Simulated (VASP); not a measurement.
# Tl (Fd-3m) in VASP: further runs

Runs on Tl. Level: PBE. Tasks: single point, relaxation of cell and atoms.

Everything below comes from runs of VASP 6.6.1. Logs are shortened: lines on timing, memory, paths and dates and some standing lists are left out, and cuts for length are marked.

### 1 The cell of the first run

The structure is cubic, space group Fd-3m (No. 227). The conventional cell has a = 7.132 Å, b = 7.132 Å, c = 7.132 Å, α = 90.00°, β = 90.00°, γ = 90.00°. Tl (site symmetry -43m) has 4 Tl at 3.09 Å within 4.1 Å.

### 2 Single point, PBE

Contents of INCAR:

```
SYSTEM = Tl
ALGO = Normal
EDIFF = 1E-6
ENCUT = 520
GGA = PE
ISIF = 2
ISMEAR = -1
LASPH = .TRUE.
LCHARG = .FALSE.
LREAL = .FALSE.
LWAVE = .FALSE.
NBANDS = 20
NELM = 100
PREC = Accurate
SIGMA = 0.1
```

Contents of KPOINTS:

```
k-points
0
G
  8 8 8
  0 0 0
```

Contents of POSCAR:

```
Tl
1.0
    0.0000000000      3.5660074013      3.5660074013
    3.5660074013      0.0000000000      3.5660074013
    3.5660074013      3.5660074013      0.0000000000
Tl
2
Direct
    0.1250000000      0.1250000000      0.1250000000
    0.8750000000      0.8750000000      0.8750000000
```

Potentials or basis: VASP PAW PBE potentials, release 64 (Tl_d).

Launch:

```console
> cat potpaw_PBE.64/Tl_d/POTCAR > POTCAR
> mpirun -np 1 vasp_std > vasp.out
```

OUTCAR:

```text
SYSTEM = Tl
   EDIFF = 1E-6
   ENCUT = 520
   GGA = PE
   ISIF = 2
   ISMEAR = -1
   LASPH = .TRUE.
   LREAL = .FALSE.
   NELM = 100
   PREC = Accurate

 ion  position               nearest neighbor table
   1  0.125  0.125  0.125-   2 3.09   2 3.09   2 3.09   2 3.09
   2  0.875  0.875  0.875-   1 3.09   1 3.09   1 3.09   1 3.09

  LATTYP: Found a face centered cubic cell.
 ALAT       =     7.1320148026

  Lattice vectors:

 A1 = (   0.0000000000,   3.5660074013,   3.5660074013)
 A2 = (   3.5660074013,   0.0000000000,   3.5660074013)
 A3 = (   3.5660074013,   3.5660074013,   0.0000000000)

Analysis of symmetry for initial positions (statically):
=====================================================================
 Subroutine PRICEL returns:
 Original cell was already a primitive cell.

 Routine SETGRP: Setting up the symmetry group for a
 face centered cubic supercell.

 Subroutine GETGRP returns: Found 48 space group operations
 (whereof 12 operations were pure point group operations)
 out of a pool of 48 trial point group operations.

The static configuration has the point symmetry D_3d.
 The point group associated with its full space group is O_h .

Analysis of symmetry for dynamics (positions and initial velocities):
=====================================================================
 Subroutine PRICEL returns:
 Original cell was already a primitive cell.

 Routine SETGRP: Setting up the symmetry group for a
 face centered cubic supercell.

 Subroutine GETGRP returns: Found 48 space group operations
 (whereof 12 operations were pure point group operations)
 out of a pool of 48 trial point group operations.

The dynamic configuration has the point symmetry D_3d.
 The point group associated with its full space group is O_h .

 Subroutine INISYM returns: Found 48 space group operations
 (whereof 12 operations are pure point group operations),
 and found     1 'primitive' translations

----------------------------------------------------------------------------------------

                                     Primitive cell

  volume of cell :      90.6936

  direct lattice vectors                    reciprocal lattice vectors
     0.000000000  3.566007401  3.566007401    -0.140212833  0.140212833  0.140212833
     3.566007401  0.000000000  3.566007401     0.140212833 -0.140212833  0.140212833
     3.566007401  3.566007401  0.000000000     0.140212833  0.140212833 -0.140212833

  length of vectors
     5.043096030  5.043096030  5.043096030     0.242855751  0.242855751  0.242855751

  position of ions in fractional coordinates (direct lattice)
     0.125000000  0.125000000  0.125000000
     0.875000000  0.875000000  0.875000000

  ion indices of the primitive-cell ions
   primitive index   ion index
                 1           1
                 2           2

----------------------------------------------------------------------------------------

 KPOINTS: k-points

Automatic generation of k-mesh.
 Grid dimensions read from file:
 generate k-points for:    8    8    8

 Generating k-lattice:

  Cartesian coordinates                     Fractional coordinates (reciprocal lattice)
    -0.017526604  0.017526604  0.017526604     0.125000000  0.000000000  0.000000000
     0.017526604 -0.017526604  0.017526604     0.000000000  0.125000000  0.000000000
     0.017526604  0.017526604 -0.017526604     0.000000000  0.000000000  0.125000000

  Length of vectors
     0.030356969  0.030356969  0.030356969

  Shift w.r.t. Gamma in fractional coordinates (k-lattice)
     0.000000000  0.000000000  0.000000000

 Subroutine IBZKPT returns following result:
 ===========================================

 Found     29 irreducible k-points:

 Following reciprocal coordinates:
            Coordinates               Weight
  0.000000  0.000000  0.000000      1.000000
  0.125000  0.000000  0.000000      8.000000
  0.250000  0.000000  0.000000      8.000000
  0.375000  0.000000  0.000000      8.000000
  0.500000  0.000000  0.000000      4.000000
  0.125000  0.125000  0.000000      6.000000
[... 16 lines left out ...]
  0.500000  0.250000  0.125000     48.000000
 -0.375000  0.250000  0.125000     24.000000
 [... further k-points ...]
   k-points           NKPTS =     29   k-points in BZ     NKDIM =     29   number of bands    NBANDS=     20
   number of dos      NEDOS =    301   number of ions     NIONS =      2
   total plane-waves  NPLWV =  64000
   dimension x,y,z NGX =    40 NGY =   40 NGZ =   40
   dimension x,y,z NGXF=    80 NGYF=   80 NGZF=   80
   ions per type =               2
   NGX,Y,Z   is equivalent  to a cutoff of  13.19, 13.19, 13.19 a.u.
   NGXF,Y,Z  is equivalent  to a cutoff of  26.37, 26.37, 26.37 a.u.
 SYSTEM =  Tl
   PREC   = accura    normal or accurate (medium, high low for compatibility)
   ISTART =      0    job   : 0-new  1-cont  2-samecut
   ICHARG =      2    charge: 1-file 2-atom 10-const
   ISPIN  =      1    spin polarized calculation?
   LNONCOLLINEAR =      F non collinear calculations
   LSORBIT =      F    spin-orbit coupling
   LASPH  =      T    aspherical Exc in radial PAW
   ENCUT  =  520.0 eV  38.22 Ry    6.18 a.u.   9.38  9.38  9.38*2*pi/ulx,y,z
   NELM   =    100;   NELMIN=  2; NELMDL= -5     # of ELM steps
   EDIFF  = 0.1E-05   stopping-criterion for ELM
   LREAL  =      F    real-space projection
   EDIFFG = 0.1E-04   stopping-criterion for IOM
   NSW    =      0    number of steps for IOM
   IBRION =     -1    ionic relax: 0-MD 1-quasi-New 2-CG
   NFREE  =      0    steps in history (QN), initial steepest desc. (CG)
   ISIF   =      2    stress and relaxation
   ISYM   =      2    0-nonsym 1-usesym 2-fastsym
   POTIM  = 0.5000    time-step for ionic-motion
   TEBEG  =    0.0;   TEEND  =   0.0 temperature during run
   PSTRESS=    0.0 pullay stress
   NELECT =      26.0000    total number of electrons
   NUPDOWN=      -1.0000    fix difference up-down
   EMIN   =  10.00;   EMAX   =-10.00  energy-range for DOS
   EFERMI =   0.00;   METHOD = LEGACY
   ISMEAR =    -1;   SIGMA  =   0.10  broadening in eV -4-tet -1-fermi 0-gaus
   EFERMI_NEDOS =   21; number of points for ismear=-14 and -15
   IALGO  =     38    algorithm
   IMIX   =      4    mixing-type and parameters
     AMIX     =   0.40;   BMIX     =  1.00
     AMIX_MAG =   1.60;   BMIX_MAG =  1.00
  volume/ion in A,a.u.               =      45.35       306.02
  Fermi-wavevector in a.u.,A,eV,Ry     =   1.079461  2.039886 15.854005  1.165237
  Thomas-Fermi vector in A             =   2.215427
   LORBIT       =      0    0 simple, 1 ext, 2 COOP (PROOUT), +10 PAW based schemes
   GGA     = PE    functional components
   LHFCALC =     F    Hartree Fock is set to
   AEXX    =    0.0000 exact exchange contribution
   IVDW    =     0    specifies the selected vdW correction
   LEPSILON=     F    determine dielectric tensor
   LRPA    =     F    only Hartree local field effects (RPA)
 non-spin polarized calculation
  energy-cutoff  :      520.00
  volume of cell :       90.69
 maximum number of plane-waves:      2468
 NGX is ok and might be reduce to    40
   NGX = 19   NGY = 19   NGZ = 19

 number of electron      26.0000003 magnetization

 Free energy of the ion-electron system (eV)
  ---------------------------------------------------
  ext. energy  EPLUGINS =         0.00000000
  ---------------------------------------------------
  free energy    TOTEN  =        -3.73306616 eV

  energy without entropy =       -3.66831134  energy(sigma->0) =       -3.70068875

 E-fermi :   2.6542     XC(G=0):  -7.8066

 val. band max:        2.5917120723   @ k =   0.3750   0.3750   0.0000
 cond. band min:       2.6593974443   @ k =  -0.2500   0.1250   0.0000
 fundamental gap:      0.0676853720
 Fermi energy:         2.6541829780

 k-point     1 :       0.0000    0.0000    0.0000
  band No.  band energies     occupation
      1      -9.1423      2.00000
      2      -9.1423      2.00000
      3      -9.1423      2.00000
      4      -9.0721      2.00000
      5      -9.0721      2.00000
      6      -8.5820      2.00000
[... 12 lines left out ...]
     19       7.4451      0.00000
     20      11.1202      0.00000

 k-point     2 :       0.1250    0.0000    0.0000
  band No.  band energies     occupation
      1      -9.1620      2.00000
      2      -9.1620      2.00000
      3      -9.1402      2.00000
      4      -9.0439      2.00000
      5      -9.0439      2.00000
      6      -8.6026      2.00000
[... 12 lines left out ...]
     19       8.5048      0.00000
     20      10.6043      0.00000

 k-point     3 :       0.2500    0.0000    0.0000
  band No.  band energies     occupation
      1      -9.1837      2.00000
      2      -9.1837      2.00000
      3      -9.1351      2.00000
      4      -9.0041      2.00000
      5      -9.0041      2.00000
      6      -8.6332      2.00000
[... 12 lines left out ...]
     19       9.1296      0.00000
     20      10.5420      0.00000

 k-point     4 :       0.3750    0.0000    0.0000
  band No.  band energies     occupation
      1      -9.1927      2.00000
      2      -9.1927      2.00000
      3      -9.1297      2.00000
      4      -8.9823      2.00000
      5      -8.9823      2.00000
      6      -8.6680      2.00000
[... 12 lines left out ...]
     19       9.3340      0.00000
     20      11.1729      0.00000

 k-point     5 :       0.5000    0.0000    0.0000
  band No.  band energies     occupation
      1      -9.1942      2.00000
      2      -9.1942      2.00000
      3      -9.1275      2.00000
      4      -8.9773      2.00000
      5      -8.9773      2.00000
      6      -8.6821      2.00000
[... 12 lines left out ...]
     19      11.1109      0.00000
     20      11.3058      0.00000

 k-point     6 :       0.1250    0.1250    0.0000
  band No.  band energies     occupation
      1      -9.1680      2.00000
      2      -9.1541      2.00000
      3      -9.1541      2.00000
      4      -9.0508      2.00000
      5      -9.0149      2.00000
      6      -8.6673      2.00000
[... 12 lines left out ...]
     19       8.6505      0.00000
     20       9.6498      0.00000

 k-point     7 :       0.2500    0.1250    0.0000
  band No.  band energies     occupation
      1      -9.1929      2.00000
      2      -9.1716      2.00000
      3      -9.1464      2.00000
      4      -9.0176      2.00000
      5      -8.9691      2.00000
      6      -8.7217      2.00000
[... 12 lines left out ...]
     19       9.3282      0.00000
     20       9.9928      0.00000
[... 277 lines left out ...]
 k-point    20 :      -0.3750    0.3750    0.0000
  band No.  band energies     occupation
      1      -9.2546      2.00000
      2      -9.2165      2.00000
      3      -9.0559      2.00000
      4      -8.9247      2.00000
      5      -8.8237      2.00000
      6      -8.8118      2.00000
[... 12 lines left out ...]
     19      10.0818      0.00000
     20      11.6092      0.00000

 k-point    21 :       0.5000    0.5000    0.0000
  band No.  band energies     occupation
      1      -9.2121      2.00000
      2      -9.2121      2.00000
      3      -9.0649      2.00000
      4      -9.0649      2.00000
      5      -8.7941      2.00000
      6      -8.7941      2.00000
[... 12 lines left out ...]
     19      11.7350      0.00000
     20      11.7350      0.00000

 k-point    22 :       0.3750    0.2500    0.1250
  band No.  band energies     occupation
      1      -9.2089      2.00000
      2      -9.1982      2.00000
      3      -9.1225      2.00000
      4      -8.9872      2.00000
      5      -8.9204      2.00000
      6      -8.7787      2.00000
[... 12 lines left out ...]
     19      10.1433      0.00000
     20      10.7151      0.00000

 k-point    23 :       0.5000    0.2500    0.1250
  band No.  band energies     occupation
      1      -9.2317      2.00000
      2      -9.2142      2.00000
      3      -9.0827      2.00000
      4      -8.9533      2.00000
      5      -8.8917      2.00000
      6      -8.8021      2.00000
[... 12 lines left out ...]
     19      10.7889      0.00000
     20      11.0033      0.00000

 k-point    24 :      -0.3750    0.2500    0.1250
  band No.  band energies     occupation
      1      -9.2431      2.00000
      2      -9.2165      2.00000
      3      -9.0644      2.00000
      4      -8.9286      2.00000
      5      -8.8962      2.00000
      6      -8.7985      2.00000
[... 12 lines left out ...]
     19      10.1700      0.00000
     20      11.1735      0.00000

 [... further k-points ...]

------------------------ aborting loop because EDIFF is reached ----------------------------------------

  FORCE on cell =-STRESS in cart. coord.  units (eV):
  Direction    XX          YY          ZZ          XY          YZ          ZX
  --------------------------------------------------------------------------------------
  -------------------------------------------------------------------------------------
  Total       -0.0324320     -0.0324320     -0.0324320     -0.0000000      0.0000000     -0.0000000
  in kB       -0.5729379     -0.5729379     -0.5729379     -0.0000000      0.0000000     -0.0000000
  external PRESSURE =      -0.5729379 kB  Pullay stress =       0.0000000 kB

 VOLUME and BASIS-vectors are now :
 -----------------------------------------------------------------------------
  energy-cutoff  :      520.00
  volume of cell :       90.69
      direct lattice vectors                 reciprocal lattice vectors
     0.000000000  3.566007401  3.566007401    -0.140212833  0.140212833  0.140212833
     3.566007401  0.000000000  3.566007401     0.140212833 -0.140212833  0.140212833
     3.566007401  3.566007401  0.000000000     0.140212833  0.140212833 -0.140212833

 POSITION                                       TOTAL-FORCE (eV/Angst)
 -----------------------------------------------------------------------------------
      0.89150      0.89150      0.89150         0.000000      0.000000      0.000000
      6.24051      6.24051      6.24051        -0.000000     -0.000000     -0.000000
 -----------------------------------------------------------------------------------
    total drift:                                0.000000      0.000000     -0.000000

  FREE ENERGIE OF THE ION-ELECTRON SYSTEM (eV)
  ---------------------------------------------------
  free  energy   TOTEN  =        -3.7330661625 eV

  energy  without entropy=       -3.6683113367  energy(sigma->0) =       -3.70068875
```

Wall time 36 s (1 thread of Intel Xeon Platinum 8488C (Sapphire Rapids), shared host); peak memory 0.25 GiB.

What came out:

* Free energy: -3.7331 eV
* Pressure: -0.1 GPa
* Band gap on the k mesh: zero (band 13 reaches 4.81 eV, above the bottom of band 14 at 1.86 eV)

Levels at points of the mesh, in eV from the Fermi level:
| k point | band 10 | band 11 | band 12 | band 13 | band 14 | band 15 | band 16 | band 17 |
| --- | --- | --- | --- | --- | --- | --- | --- | --- |
| (0.00, 0.00, 0.00) | -11.17 | -8.54 | -1.52 | 2.16 | 2.16 | 2.16 | 3.82 | 3.82 |
| (0.50, 0.00, 0.00) | -11.13 | -7.15 | -4.72 | 0.66 | 0.99 | 0.99 | 4.81 | 4.81 |
| (0.50, 0.50, 0.00) | -11.09 | -5.92 | -5.92 | -0.27 | -0.27 | 2.17 | 2.17 | 8.43 |

Caveat: spin-orbit coupling is left out, which moves the levels of the heavy elements.

### 3 Relaxation of cell and atoms, PBE

This run uses another cell than the first one, of 37.85 Å³/atom, 0.835 times its volume.

Contents of INCAR:

```
SYSTEM = Tl
PREC = Accurate
ENCUT = 600
EDIFF = 1E-7
ISMEAR = -1
SIGMA = 0.1
LREAL = .FALSE.
LASPH = .TRUE.
NELM = 60
ALGO = Normal
ISIF = 3
LWAVE = .FALSE.
LCHARG = .FALSE.
GGA = PE
IBRION = 2
NSW = 80
EDIFFG = -0.01
```

Contents of KPOINTS:

```
Automatic mesh
0
G
  8 8 8
  0 0 0
```

Contents of POSCAR:

```
Tl
1.0
    0.0000000000      3.3575531457      3.3575531457
    3.3575531457      0.0000000000      3.3575531457
    3.3575531457      3.3575531457      0.0000000000
Tl
2
Direct
    0.1250000000      0.1250000000      0.1250000000
    0.8750000000      0.8750000000      0.8750000000
```

Potentials or basis: VASP PAW PBE potentials, release 64 (Tl_d).

Launch:

```console
> cat potpaw_PBE.64/Tl_d/POTCAR > POTCAR
> mpirun -np 1 vasp_std > vasp.out
```

Wall time 2 min (1 thread of Intel Xeon Platinum 8488C (Sapphire Rapids), shared host); peak memory 0.26 GiB.

It converged, with:

```yaml
Free_energy: -3.7292 eV
Relaxed_volume: 45.20 Å³/atom
Relaxed_cell: a = 5.038 Å, b = 5.038 Å, c = 5.038 Å, α = 60.00°, β = 60.00°, γ = 60.00°
Space_group_after_relaxing_to_0.05_Å: Fd-3m (No. 227)
Energy_gained_by_relaxing: 75.5 meV/atom
Ionic_steps: 4
Pressure_after_relaxing: 0.0 GPa
Band_gap_on_the_k_mesh: zero (band 13 reaches 4.84 eV, above the bottom of band 14 at 1.88 eV)
```

Step by step:
| step | energy change (eV) | largest force (eV/Å) | pressure (GPa) | volume (Å³) |
| --- | --- | --- | --- | --- |
| 1 | 0.0000 | 0.0000 | 3.98 | 75.70 |
| 2 | -0.1430 | 0.0000 | 0.69 | 86.48 |
| 3 | -0.1504 | 0.0000 | -0.16 | 91.36 |
| 4 | -0.1509 | 0.0000 | -0.01 | 90.40 |

Final structure:
```
Tl
1.0
     0.00000    3.56219    3.56219
     3.56219    0.00000    3.56219
     3.56219    3.56219    0.00000
Tl
2
Cartesian
  0.8905 0.8905 0.8905
  6.2338 6.2338 6.2338
```

Levels at points of the mesh, in eV from the Fermi level:
```csv
k point,band 11,band 12,band 13,band 14,band 15,band 16
"(0.00, 0.00, 0.00)",-8.55,-1.50,2.17,2.17,2.17,3.83
"(0.50, 0.00, 0.00)",-7.15,-4.72,0.67,0.99,0.99,4.82
"(0.50, 0.50, 0.00)",-5.93,-5.93,-0.28,-0.28,2.17,2.17
```

Caveat: the volume moved by over 15 % at a fixed basis, so the end points are rough; spin-orbit coupling is left out, which moves the levels of the heavy elements.
